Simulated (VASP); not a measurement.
A run of VASP 6.6.1 is set up as follows.

INCAR

```
  ALGO = Normal
  EDIFF = 1E-7
  ENCUT = 520
  GGA = PE
  ISIF = 2
  ISMEAR = -1
  IVDW = 12
  LASPH = T
  LCHARG = F
  LREAL = Auto
  LWAVE = F
  NBANDS = 72
  NELM = 60
  PREC = Accurate
  SIGMA = 0.05
```

The input KPOINTS:

```
k-points
0
Gamma
  2 2 2
```

Contents of POSCAR:

```
Al32As
1.0
    8.1000000000      0.0000000000      0.0000000000
    0.0000000000      8.1000000000      0.0000000000
    0.0000000000      0.0000000000      8.1000000000
Al As
32 1
Direct
    0.5025802469      0.0284938272      0.0039629630
    0.7371111111      0.3020000000     -0.0178888889
    0.7191851852      0.0357283951      0.2482345679
   -0.0296543210      0.0344444444     -0.0195802469
    0.2826419753      0.2070370370     -0.0295185185
    0.4356543210      0.4842222222     -0.0053086420
    0.6763580247      0.7440370370      0.0284691358
    0.2532592593      0.0159753086      0.2291234568
    0.4710493827      0.2442716049      0.2499876543
    0.8079629630      0.5045432099      0.2850246914
    0.5033950617      0.0076296296      0.4534814815
    0.8074444444      0.2359876543      0.5179259259
    0.7813950617     -0.0165925926      0.7794567901
    0.0087407407      0.4333209877      0.0182222222
    0.2455802469      0.7999382716      0.0166296296
   -0.0098518519      0.2363209877      0.2153580247
    0.2739753086      0.5282716049      0.2594197531
    0.5255925926      0.7479382716      0.2691975309
    0.0096666667     -0.0012098765      0.4953209877
    0.2667407407      0.2822592593      0.5073456790
    0.5576543210      0.4543333333      0.4802345679
    0.6803209877      0.7550493827      0.5451604938
    0.2422716049     -0.0036666667      0.6980864198
    0.5330123457      0.2287283951      0.7624320988
    0.7891111111      0.4825802469      0.7537283951
   -0.0527777778      0.7628765432      0.3407283951
    0.0603333333      0.4978148148      0.4565432099
    0.2678148148      0.7667777778      0.4691728395
    0.0118271605      0.2292962963      0.7525925926
    0.2924814815      0.4882962963      0.7276790123
    0.4530123457      0.7707901235      0.7408518519
   -0.0220617284      0.7567901235      0.6870987654
   -0.0283950617      0.7319753086      0.0315679012
```

Potentials or basis: VASP PAW PBE potentials, release 64 (Al, As).

The run is started by

```console
$ cat potpaw_PBE.64/Al/POTCAR potpaw_PBE.64/As/POTCAR > POTCAR
$ mpirun -np 1 vasp_std > vasp.out
```

Problem. Estimate the largest force.

Solution. 3.648 eV/Å.

Problem. Predict the dispersion energy per atom.

Solution. -0.351 eV.

Problem. Estimate the pressure.

Solution. 9.0 GPa.

Stress tensor (GPa, compression positive):
```
8.92 0.14 0.63
0.14 8.49 0.25
0.63 0.25 9.66
```

Caveat: the k points lie up to 0.39 Å⁻¹ apart.
